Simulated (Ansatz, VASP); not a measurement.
## WS2: VASP beside Ansatz

```
S W
1.0
     3.15955    0.00000    0.00000
    -1.57977    2.73625    0.00000
     0.00000    0.00000   23.80426
S W
4 2
Direct
  0.33333 0.66667 0.18904
  0.33333 0.66667 0.32146
  0.33333 0.16667 0.47437
  0.33333 0.16667 0.60679
  0.66667 0.33333 0.25525
  0.66667 0.83333 0.54058
```

Alike in both runs: task single point; functional PBE; dispersion D3(BJ); k mesh 9 × 9 × 1; occupations gaussian, width 0.05 eV; no spin polarisation.

```csv
,VASP,Ansatz
version,VASP 6.6.1,Ansatz 0.2.0
potentials or method,"VASP PAW PBE potentials, release 64 (S, W_sv), cutoff 520 eV","scalar-relativistic, plane waves, PAW"
valence electrons in the cell,52,52
```

|  | VASP | Ansatz | Ansatz less VASP |
| --- | --- | --- | --- |
| gap on the k mesh at the Fermi level (eV) | 1.82 | 1.80 | -0.014 |
| least direct gap on the mesh (eV) | 1.92 | 1.91 | -0.003 |
| rms of the force components (eV/Å) | 0.027 | 0.027 | -0.0005 |

Neither program's run includes spin-orbit coupling.
